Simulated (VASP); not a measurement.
Wanted: the native input for a VASP 6.6.1 run.

```
Task                   : single point
Functional             : r2SCAN
Potentials or basis    : VASP PAW PBE potentials, release 64 (B, N)
Cutoff                 : 520 eV
k mesh                 : 12 × 12 × 6
Occupations            : gaussian, width 0.05 eV
Spin                   : no spin polarisation
Dipole correction      : no
Further INCAR settings : ALGO = Normal; EDIFF = 1e-07; NBANDS = 16
```

Crystal: BN.

```
B N
1.0
     2.62029    0.00000    0.00000
    -1.31014    2.26923    0.00000
     0.00000    0.00000    4.08151
B N
2 2
Direct
  0.66667 0.33333 0.99980
  0.33333 0.66667 0.49980
  0.66667 0.33333 0.62520
  0.33333 0.66667 0.12520
```

This cell differs from its parent crystal: strain +0.030 along x and y, -0.030 along z.

These files were run (other wordings do the same):

POSCAR

```
BN
1.0
    2.6202855191      0.0000000000      0.0000000000
   -1.3101427595      2.2692338247      0.0000000000
    0.0000000000      0.0000000000      4.0815125866
B N
2 2
Direct
    0.6666666667      0.3333333333      0.9997995909
    0.3333333333      0.6666666667      0.4997995909
    0.6666666667      0.3333333333      0.6252004091
    0.3333333333      0.6666666667      0.1252004091
```

INCAR.step1

```
SYSTEM = BN
  PREC = Accurate
  ENCUT = 520
  ISMEAR = 0
  SIGMA = 0.05
  LREAL = .False.
  LASPH = .True.
  NELM = 100
  NBANDS = 16
  GGA = PE
  ALGO = Normal
  EDIFF = 1E-4
  LWAVE = .True.
  LCHARG = .False.
```

INCAR.step2

```
SYSTEM = BN
  PREC = Accurate
  ENCUT = 520
  EDIFF = 1E-7
  ISMEAR = 0
  SIGMA = 0.05
  LREAL = .False.
  LASPH = .True.
  NELM = 100
  ALGO = Normal
  ISIF = 2
  LWAVE = .False.
  LCHARG = .True.
  METAGGA = R2SCAN
  LMIXTAU = .True.
  LELF = .True.
  LVHAR = .True.
  NBANDS = 16
  ISTART = 1
```

KPOINTS

```
Automatic mesh
0
Gamma
  12 12 6
  0 0 0
```

Potentials or basis: VASP PAW PBE potentials, release 64 (B, N).

Launch:

```sh
$ cat potpaw_PBE.64/B/POTCAR potpaw_PBE.64/N/POTCAR > POTCAR
$ cp INCAR.step1 INCAR
$ mpirun -np 1 vasp_std > vasp.out
$ cp INCAR.step2 INCAR
$ mpirun -np 1 vasp_std > vasp.out
```

Results of the run:

```yaml
Pressure: -7.6 GPa
Largest_force: 0.108 eV/Å
Band_gap_on_the_k_mesh: 5.95 eV, indirect (least direct gap 8.28 eV)
```

Caveat: the cell differs from its parent crystal (strain +0.030 along x and y, -0.030 along z); the PAW data sets were made with another functional, which shifts forces and pressure a little.

Run time: 95 s on 1 thread of Intel(R) Xeon(R) Platinum 8259CL CPU @ 2.50GHz (Skylake/Cascade Lake) (shared host), peak memory 0.15 GiB.
